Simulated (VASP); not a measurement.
K2F, 3 atoms in the cell. Symmetry: P4/mmm, No. 123, tetragonal system. Conventional cell: a = 4.195 Å, b = 4.195 Å, c = 5.234 Å, α = 90.00°, β = 90.00°, γ = 90.00°. Within 2.8 Å of K (site symmetry mmm) lie 2 F at 2.10 Å. Within 2.8 Å of F (site symmetry 4/mmm) lie 4 K at 2.10 Å. 

```yaml
Program: VASP 6.6.1
Task: single point
Functional: PBE
Potentials_or_basis: VASP PAW PBE potentials, release 64 (K_sv, F)
Cutoff: 520 eV
k_mesh: 4 × 4 × 4
Occupations: gaussian, width 0.1 eV
Spin: no spin polarisation
Dipole_correction: no
Further_INCAR_settings: ALGO = Normal; EDIFF = 1e-06; NBANDS = 20
```

Potentials or basis: VASP PAW PBE potentials, release 64 (K_sv, F).

Command:

```console
$ cat potpaw_PBE.64/K_sv/POTCAR potpaw_PBE.64/F/POTCAR > POTCAR
$ mpirun -np 1 vasp_std > vasp.out
```

Hardware: 1 thread of Intel(R) Xeon(R) Platinum 8488C (Sapphire Rapids) (shared host).

Task: Estimate the wall time of this run.

Result: It took 18 s on 1 thread of Intel(R) Xeon(R) Platinum 8488C (Sapphire Rapids), with other jobs on the host, peak memory 0.19 GiB. Counts: scf iterations 15, k points 18.
